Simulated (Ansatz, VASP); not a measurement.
YbC in VASP and in Ansatz

```
Yb C
1.0
     3.43017    0.00000    0.00000
    -1.71509    2.97062    0.00000
     0.00000    0.00000    3.09850
Yb C
1 1
Direct
  0.00000 0.00000 0.00000
  0.66667 0.33333 0.50000
```

Alike in both runs: task single point; functional LDA; k mesh 12 × 12 × 10; occupations gaussian, width 0.05 eV; collinear spin.

```csv
,VASP,Ansatz
version,VASP 6.6.1,Ansatz 0.2.0
potentials or method,"VASP PAW PBE potentials, release 64 (Yb, C), cutoff 520 eV","scalar-relativistic, plane waves, PAW"
valence electrons in the cell,28,28
```

Ansatz gave:

| Item | Value |
| --- | --- |
| gap on the k mesh at the Fermi level (eV) | none |
| pressure (GPa) | -8.4 |
| traceless stress, the component that is largest in VASP (GPa) | -1.01 |
| net moment per atom (μB) | 0.00 |

Problem. What did VASP give for the same quantities?

Solution. gap on the k mesh at the Fermi level (eV): none; pressure (GPa): -7.9; traceless stress, the component that is largest in VASP (GPa): -1.00; net moment per atom (μB): 0.03.

VASP's potentials were made for PBE, not for LDA. LDA's correlation is that of Perdew and Zunger in VASP and of Perdew and Wang (1992) in Ansatz. A gap of «none» marks a metal or a gap that the smearing closes. Ansatz's warnings: seeded moment not kept.

Spin-orbit coupling is off throughout.
